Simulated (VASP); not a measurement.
# HfB3N (P-6m2) in VASP: single point with PBE

Aim: the single point of HfB3N with PBE.

All numbers are computed with VASP 6.6.1; they aren't measurements. Logs are shortened: lines on timing, memory, paths and dates and some standing lists are left out, and cuts for length are marked.

### Step 1. The cell of the first run

It takes space group P-6m2 (No. 187, hexagonal). The conventional cell has a = 3.699 Å, b = 3.699 Å, c = 6.430 Å, α = 90.00°, β = 90.00°, γ = 120.00°. Hf (site symmetry -6m2) has 5 B at 2.14 to 2.42 Å within 2.8 Å. B (site symmetry 3m) has 1 B at 1.59 Å within 2.1 Å. B (site symmetry -6m2) has 3 Hf at 2.14 Å within 2.8 Å. Within 3.0 Å of N (site symmetry -6m2) lie 6 B at 2.28 Å.

The cell was built from a structure type or drawn by symmetry, and may not be a known phase.

### Step 2. Single point, PBE

The input, INCAR:

```
SYSTEM = HfB3N
ALGO = Normal
EDIFF = 1E-6
ENCUT = 600
GGA = PE
GGA_COMPAT = .False.
ISIF = 2
ISMEAR = 0
LASPH = .True.
LCHARG = .True.
LELF = .True.
LREAL = .False.
LVHAR = .True.
LWAVE = .False.
NBANDS = 20
NELM = 120
PREC = Accurate
SIGMA = 0.2
```

The input, KPOINTS:

```
k-points
0
Gamma
  5 5 3
  0 0 0
```

The input, POSCAR:

```
HfB3N
1.0
    3.6985981860     -0.0000000031      0.0000000000
   -1.8492990904      3.2030799890      0.0000000000
    0.0000000000      0.0000000000      6.4297168785
Hf B N
1 3 1
Direct
    0.6666666667      0.3333333333      0.5000000000
    0.6666666667      0.3333333333      0.8765304864
    0.6666666667      0.3333333333      0.1234695136
    0.3333333333      0.6666666667      0.5000000000
    0.3333333333      0.6666666667      0.0000000000
```

Potentials or basis: VASP PAW PBE potentials, release 64 (Hf_pv, B, N).

Command:

```bash
> cat potpaw_PBE.64/Hf_pv/POTCAR potpaw_PBE.64/B/POTCAR potpaw_PBE.64/N/POTCAR > POTCAR
> mpirun -np 1 vasp_std > vasp.out
```

OUTCAR:

```text
SYSTEM = HfB3N
   EDIFF = 1E-6
   ENCUT = 600
   GGA = PE
   ISIF = 2
   ISMEAR = 0
   LASPH = .True.
   LREAL = .False.
   NELM = 120
   PREC = Accurate

 ion  position               nearest neighbor table
   1  0.667  0.333  0.500-   4 2.14   4 2.14   4 2.14   2 2.42   3 2.42
   2  0.667  0.333  0.877-   3 1.59   1 2.42
   3  0.667  0.333  0.123-   2 1.59   1 2.42
   4  0.333  0.667  0.500-   1 2.14   1 2.14   1 2.14
   5  0.333  0.667  0.000-

  LATTYP: Found a hexagonal cell.
 ALAT       =     3.6985981860
 C/A-ratio  =     1.7384199513

  Lattice vectors:

 A1 = (   3.6985981860,  -0.0000000031,   0.0000000000)
 A2 = (  -1.8492990904,   3.2030799890,   0.0000000000)
 A3 = (   0.0000000000,   0.0000000000,   6.4297168785)

Analysis of symmetry for initial positions (statically):
=====================================================================
 Subroutine PRICEL returns:
 Original cell was already a primitive cell.

 Routine SETGRP: Setting up the symmetry group for a
 hexagonal supercell.

 Subroutine GETGRP returns: Found 12 space group operations
 (whereof 12 operations were pure point group operations)
 out of a pool of 24 trial point group operations.

The static configuration has the point symmetry D_3h.

Analysis of symmetry for dynamics (positions and initial velocities):
=====================================================================
 Subroutine PRICEL returns:
 Original cell was already a primitive cell.

 Routine SETGRP: Setting up the symmetry group for a
 hexagonal supercell.

 Subroutine GETGRP returns: Found 12 space group operations
 (whereof 12 operations were pure point group operations)
 out of a pool of 24 trial point group operations.

The dynamic configuration has the point symmetry D_3h.

 Subroutine INISYM returns: Found 12 space group operations
 (whereof 12 operations are pure point group operations),
 and found     1 'primitive' translations

----------------------------------------------------------------------------------------

                                     Primitive cell

  volume of cell :      76.1723

  direct lattice vectors                    reciprocal lattice vectors
     3.698598186 -0.000000003  0.000000000     0.270372706  0.156099754  0.000000000
    -1.849299090  3.203079989  0.000000000     0.000000000  0.312199509  0.000000000
     0.000000000  0.000000000  6.429716878     0.000000000  0.000000000  0.155527843

  length of vectors
     3.698598186  3.698598186  6.429716878     0.312199509  0.312199509  0.155527843

  position of ions in fractional coordinates (direct lattice)
     0.666666667  0.333333333  0.500000000
     0.666666667  0.333333333  0.876530486
     0.666666667  0.333333333  0.123469514
     0.333333333  0.666666667  0.500000000
     0.333333333  0.666666667  0.000000000

  ion indices of the primitive-cell ions
   primitive index   ion index
                 1           1
                 2           2
                 3           3
                 4           4
                 5           5

----------------------------------------------------------------------------------------

 KPOINTS: k-points

Automatic generation of k-mesh.
 Grid dimensions read from file:
 generate k-points for:    5    5    3

 Generating k-lattice:

  Cartesian coordinates                     Fractional coordinates (reciprocal lattice)
     0.054074541  0.031219951  0.000000000     0.200000000  0.000000000  0.000000000
     0.000000000  0.062439902  0.000000000     0.000000000  0.200000000  0.000000000
     0.000000000  0.000000000  0.051842614     0.000000000  0.000000000  0.333333333

  Length of vectors
     0.062439902  0.062439902  0.051842614

  Shift w.r.t. Gamma in fractional coordinates (k-lattice)
     0.000000000  0.000000000  0.000000000

 Subroutine IBZKPT returns following result:
 ===========================================

 Found     10 irreducible k-points:

 Following reciprocal coordinates:
            Coordinates               Weight
  0.000000  0.000000  0.000000      1.000000
  0.200000  0.000000  0.000000      6.000000
  0.400000  0.000000  0.000000      6.000000
  0.200000  0.200000  0.000000      6.000000
  0.400000  0.200000  0.000000      6.000000
  0.000000  0.000000  0.333333      2.000000
  0.200000  0.000000  0.333333     12.000000
  0.400000  0.000000  0.333333     12.000000
  0.200000  0.200000  0.333333     12.000000
  0.400000  0.200000  0.333333     12.000000
   k-points           NKPTS =     10   k-points in BZ     NKDIM =     10   number of bands    NBANDS=     20
   number of dos      NEDOS =    301   number of ions     NIONS =      5
   total plane-waves  NPLWV =  48600
   dimension x,y,z NGX =    30 NGY =   30 NGZ =   54
   dimension x,y,z NGXF=    60 NGYF=   60 NGZF=  108
   ions per type =               1   3   1
   NGX,Y,Z   is equivalent  to a cutoff of  13.48, 13.48, 13.96 a.u.
   NGXF,Y,Z  is equivalent  to a cutoff of  26.97, 26.97, 27.92 a.u.
 SYSTEM =  HfB3N
   PREC   = accura    normal or accurate (medium, high low for compatibility)
   ISTART =      0    job   : 0-new  1-cont  2-samecut
   ICHARG =      2    charge: 1-file 2-atom 10-const
   ISPIN  =      1    spin polarized calculation?
   LNONCOLLINEAR =      F non collinear calculations
   LSORBIT =      F    spin-orbit coupling
   LASPH  =      T    aspherical Exc in radial PAW
   ENCUT  =  600.0 eV  44.10 Ry    6.64 a.u.   7.39  7.39 12.84*2*pi/ulx,y,z
   NELM   =    120;   NELMIN=  2; NELMDL= -5     # of ELM steps
   EDIFF  = 0.1E-05   stopping-criterion for ELM
   LREAL  =      F    real-space projection
   EDIFFG = 0.1E-04   stopping-criterion for IOM
   NSW    =      0    number of steps for IOM
   IBRION =     -1    ionic relax: 0-MD 1-quasi-New 2-CG
   NFREE  =      0    steps in history (QN), initial steepest desc. (CG)
   ISIF   =      2    stress and relaxation
   ISYM   =      2    0-nonsym 1-usesym 2-fastsym
   POTIM  = 0.5000    time-step for ionic-motion
   TEBEG  =    0.0;   TEEND  =   0.0 temperature during run
   PSTRESS=    0.0 pullay stress
   NELECT =      24.0000    total number of electrons
   NUPDOWN=      -1.0000    fix difference up-down
   EMIN   =  10.00;   EMAX   =-10.00  energy-range for DOS
   EFERMI =   0.00;   METHOD = LEGACY
   ISMEAR =     0;   SIGMA  =   0.20  broadening in eV -4-tet -1-fermi 0-gaus
   EFERMI_NEDOS =   21; number of points for ismear=-14 and -15
   IALGO  =     38    algorithm
   IMIX   =      4    mixing-type and parameters
     AMIX     =   0.40;   BMIX     =  1.00
     AMIX_MAG =   1.60;   BMIX_MAG =  1.00
  volume/ion in A,a.u.               =      15.23       102.81
  Fermi-wavevector in a.u.,A,eV,Ry     =   1.113986  2.105128 16.884345  1.240964
  Thomas-Fermi vector in A             =   2.250576
   LORBIT       =      0    0 simple, 1 ext, 2 COOP (PROOUT), +10 PAW based schemes
   GGA     = PE    functional components
   LHFCALC =     F    Hartree Fock is set to
   AEXX    =    0.0000 exact exchange contribution
   IVDW    =     0    specifies the selected vdW correction
   LEPSILON=     F    determine dielectric tensor
   LRPA    =     F    only Hartree local field effects (RPA)
 non-spin polarized calculation
 Gauss-broadening in eV      SIGMA  =   0.20
  energy-cutoff  :      600.00
  volume of cell :       76.17
 maximum number of plane-waves:      2570
 NGX is ok and might be reduce to    30
   NGX = 15   NGY = 15   NGZ = 25

 number of electron      23.9999999 magnetization

 Free energy of the ion-electron system (eV)
  ---------------------------------------------------
  ext. energy  EPLUGINS =         0.00000000
  ---------------------------------------------------
  free energy    TOTEN  =       -28.16900141 eV

  energy without entropy =      -28.08272488  energy(sigma->0) =      -28.12586314

 E-fermi :   1.7346     XC(G=0):  -9.6611

 val. band max:        1.7185606198   @ k =   0.2000   0.2000   0.3333
 cond. band min:       1.7595900135   @ k =   0.2000   0.0000   0.3333
 fundamental gap:      0.0410293938
 Fermi energy:         1.7346227957

 k-point     1 :       0.0000    0.0000    0.0000
  band No.  band energies     occupation
      1     -28.0185      2.00000
      2     -28.0185      2.00000
      3     -27.9489      2.00000
      4     -12.0955      2.00000
      5      -5.8115      2.00000
      6      -3.4290      2.00000
[... 12 lines left out ...]
     19       8.9130      0.00000
     20       9.2503      0.00000

 k-point     2 :       0.2000    0.0000    0.0000
  band No.  band energies     occupation
      1     -28.0778      2.00000
      2     -28.0355      2.00000
      3     -27.9419      2.00000
      4     -11.8515      2.00000
      5      -5.2966      2.00000
      6      -4.4848      2.00000
[... 12 lines left out ...]
     19       9.0721      0.00000
     20       9.1602      0.00000

 k-point     3 :       0.4000    0.0000    0.0000
  band No.  band energies     occupation
      1     -28.1721      2.00000
      2     -28.0630      2.00000
      3     -27.9306      2.00000
      4     -11.3663      2.00000
      5      -6.0967      2.00000
      6      -3.9512      2.00000
[... 12 lines left out ...]
     19       6.6648      0.00000
     20       8.2097      0.00000

 k-point     4 :       0.2000    0.2000    0.0000
  band No.  band energies     occupation
      1     -28.1401      2.00000
      2     -28.0722      2.00000
      3     -27.9328      2.00000
      4     -11.4738      2.00000
      5      -5.7906      2.00000
      6      -4.1218      2.00000
[... 107 lines left out ...]
 k-point     9 :       0.2000    0.2000    0.3333
  band No.  band energies     occupation
      1     -28.1400      2.00000
      2     -28.0722      2.00000
      3     -27.9328      2.00000
      4     -11.4677      2.00000
      5      -5.7031      2.00000
      6      -4.3800      2.00000
[... 12 lines left out ...]
     19       7.5404      0.00000
     20       7.7165      0.00000

 k-point    10 :       0.4000    0.2000    0.3333
  band No.  band energies     occupation
      1     -28.1704      2.00000
      2     -28.1026      2.00000
      3     -27.9271      2.00000
      4     -11.1905      2.00000
      5      -6.2950      2.00000
      6      -3.5897      2.00000
[... 12 lines left out ...]
     19       7.4135      0.00000
     20       7.6141      0.00000

------------------------ aborting loop because EDIFF is reached ----------------------------------------

  FORCE on cell =-STRESS in cart. coord.  units (eV):
  Direction    XX          YY          ZZ          XY          YZ          ZX
  --------------------------------------------------------------------------------------
  -------------------------------------------------------------------------------------
  Total        0.1037320      0.1037320      0.0512401     -0.0000000      0.0000000     -0.0000000
  in kB        2.1818591      2.1818591      1.0777643     -0.0000000      0.0000000     -0.0000000
  external PRESSURE =       1.8138275 kB  Pullay stress =       0.0000000 kB

 VOLUME and BASIS-vectors are now :
 -----------------------------------------------------------------------------
  energy-cutoff  :      600.00
  volume of cell :       76.17
      direct lattice vectors                 reciprocal lattice vectors
     3.698598186 -0.000000003  0.000000000     0.270372706  0.156099754  0.000000000
    -1.849299090  3.203079989  0.000000000     0.000000000  0.312199509  0.000000000
     0.000000000  0.000000000  6.429716878     0.000000000  0.000000000  0.155527843

 POSITION                                       TOTAL-FORCE (eV/Angst)
 -----------------------------------------------------------------------------------
      1.84930      1.06769      3.21486         0.000000     -0.000000      0.000000
      1.84930      1.06769      5.63584         0.000000     -0.000000      0.016357
      1.84930      1.06769      0.79387        -0.000000     -0.000000     -0.016357
      0.00000      2.13539      3.21486        -0.000000      0.000000      0.000000
      0.00000      2.13539      0.00000         0.000000     -0.000000      0.000000
 -----------------------------------------------------------------------------------
    total drift:                                0.000000     -0.000000      0.000000

  FREE ENERGIE OF THE ION-ELECTRON SYSTEM (eV)
  ---------------------------------------------------
  free  energy   TOTEN  =       -28.1690014095 eV

  energy  without entropy=      -28.0827248772  energy(sigma->0) =      -28.12586314
```

Run time: 26 s. Hardware: 1 thread of Intel Xeon Platinum 8375C at 2.90GHz (Ice Lake), shared host; peak memory 0.21 GiB.

What came out:

```
Free energy            : -28.1690 eV
Pressure               : 0.2 GPa
Largest force          : 0.016 eV/Å
Band gap on the k mesh : zero (bands 12 and 13 overlap by 0.29 eV)
```

Forces in eV/Å, atoms in the order of the input:
```
Hf   0.000  0.000  0.000
B    0.000  0.000  0.016
B    0.000  0.000 -0.016
B    0.000  0.000  0.000
N    0.000  0.000  0.000
```

Stress tensor (GPa, compression positive):
```
0.22 0.00 0.00
0.00 0.22 0.00
0.00 0.00 0.11
```

Levels at points of the mesh, in eV from the Fermi level:
| k point | band 10 | band 11 | band 12 | band 13 | band 14 | band 15 |
| --- | --- | --- | --- | --- | --- | --- |
| (0.00, 0.00, 0.00) | -2.01 | -1.80 | -1.80 | 0.91 | 2.60 | 2.83 |

Caveat: the k points lie up to 0.39 Å⁻¹ apart; spin-orbit coupling is left out, which moves the levels of the heavy elements.
